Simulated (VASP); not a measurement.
MgS: single point with PBE

Crystal: MgS.

```xyz
2
Lattice="0.0000 2.9043 2.9043 2.9043 0.0000 2.9043 2.9043 2.9043 0.0000" Properties=species:S:1:pos:R:3 pbc="T T T"
Mg    0.0000    0.0000    0.0000
S     1.4522    1.4522    1.4522
```

This cell differs from its parent crystal: volume changed by +6%.

```yaml
Program: VASP 6.6.1
Task: single point
Functional: PBE
Potentials_or_basis: VASP PAW PBE potentials, release 64 (Mg, S)
Cutoff: 520 eV
k_mesh: 6 × 6 × 6
Occupations: gaussian, width 0.01 eV
Spin: no spin polarisation
Dipole_correction: no
Further_INCAR_settings: ALGO = Normal; EDIFF = 1e-07; NBANDS = 11
```

```yaml
Pressure: -3.0 GPa
Band_gap_on_the_k_mesh: 3.09 eV, direct
```

Levels at points of the mesh, in eV from the valence-band top:
```csv
k point,band 1,band 2,band 3,band 4,band 5,band 6,band 7,band 8,band 9
"(0.00, 0.00, 0.00)",-11.03,0.00,0.00,0.00,3.09,7.75,7.75,7.75,10.67
"(0.50, 0.00, 0.00)",-10.46,-2.88,-0.30,-0.30,4.83,7.52,7.52,8.23,12.32
"(0.50, 0.50, 0.00)",-10.27,-2.60,-0.94,-0.94,3.94,5.53,10.45,11.67,11.67
```

Wall time 4.7 s on 1 thread of Intel(R) Xeon(R) 6975P-C (Granite Rapids), on a shared host, peak memory 0.17 GiB.
